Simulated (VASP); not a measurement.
**Fe: single point with PBE**

Fe:

```
CELL_PARAMETERS angstrom
-1.43152 1.43152 1.43152
1.43152 -1.43152 1.43152
1.43152 1.43152 -1.43152
ATOMIC_POSITIONS crystal
Fe 0.36100 0.98700 0.52600
```

```json
{"Program": "VASP 6.6.1", "Task": "single point", "Functional": "PBE", "Potentials or basis": "VASP PAW PBE potentials, release 64 (Fe)", "Cutoff": "600 eV", "k mesh": "8 × 8 × 8", "Occupations": "gaussian, width 0.1 eV", "Spin": "collinear spin, ferromagnetic start", "Starting moments": "[4.0] μB", "Dipole correction": "no", "Further INCAR settings": "ALGO = Normal; EDIFF = 1e-06; NBANDS = 14"}
```

The pressure is -3.4 GPa, the net moment is 2.35 μB per cell and the site moments are Fe +2.36 μB. The valence electrons inside the program's atomic spheres are Fe 7.20.

Levels at points of the mesh, in eV from the Fermi level:
Spin up:
```csv
k point,band 2,band 3,band 4,band 5,band 6,band 7,band 8,band 9
"(0.00, 0.00, 0.00)",-2.28,-2.28,-2.28,-1.07,-1.07,24.74,24.74,24.74
"(0.50, 0.00, 0.00)",-3.30,-1.03,-0.90,0.27,0.56,7.07,18.13,19.72
"(0.50, 0.50, 0.50)",-4.64,0.02,0.02,0.02,9.72,9.72,9.72,15.36
```
Spin down:
| k point | band 1 | band 2 | band 3 | band 4 | band 5 | band 6 | band 7 | band 8 |
| --- | --- | --- | --- | --- | --- | --- | --- | --- |
| (0.00, 0.00, 0.00) | -8.06 | -0.15 | -0.15 | -0.15 | 1.76 | 1.76 | 24.45 | 24.45 |
| (0.50, 0.00, 0.00) | -3.38 | -1.40 | 0.64 | 1.63 | 2.00 | 2.73 | 8.54 | 18.13 |
| (0.50, 0.50, 0.50) | -2.77 | -2.77 | 2.44 | 2.44 | 2.44 | 10.02 | 10.02 | 10.02 |

Run time: 27 s on 1 thread of Intel Xeon 8259CL, on a shared host, peak memory 0.13 GiB.

Caveat: the k points lie up to 0.39 Å⁻¹ apart.
